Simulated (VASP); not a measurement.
Cu:

```
Cu
1.0
    -1.44279    1.44279    1.33480
     1.44279   -1.44279    1.33480
     1.44279    1.44279   -1.33480
Cu
1
Direct
  0.00000 0.00000 0.00000
```

This cell differs from its parent crystal: strain +0.000 along x and y, -0.030 along z.

Base run:

| Item | Value |
| --- | --- |
| Program | VASP 6.6.1 |
| Functional | PBEsol |
| Potentials or basis | VASP PAW PBE potentials, release 64 (Cu_sv_GW) |
| Cutoff | 700 eV |
| k mesh | 24 × 24 × 24 |
| Occupations | gaussian, width 0.15 eV |
| Spin | no spin polarisation |

Its results: pressure -0.3 GPa.

Q: The run is repeated on the same cell with these changes: potentials or basis from VASP PAW PBE potentials, release 64 (Cu_sv_GW) to VASP PAW PBE potentials, release 64 (Cu); cutoff from 700 eV to 520 eV; further incar settings from ALGO = Normal; EDIFF = 1e-06; NBANDS = 16 to ALGO = Fast; EDIFF = 1e-06; NBANDS = 12; valence electrons from 19 to 11. What comes out?

A: Pressure 4.9 GPa.

Caveats: the PAW data sets were made with another functional, which shifts forces and pressure a little.
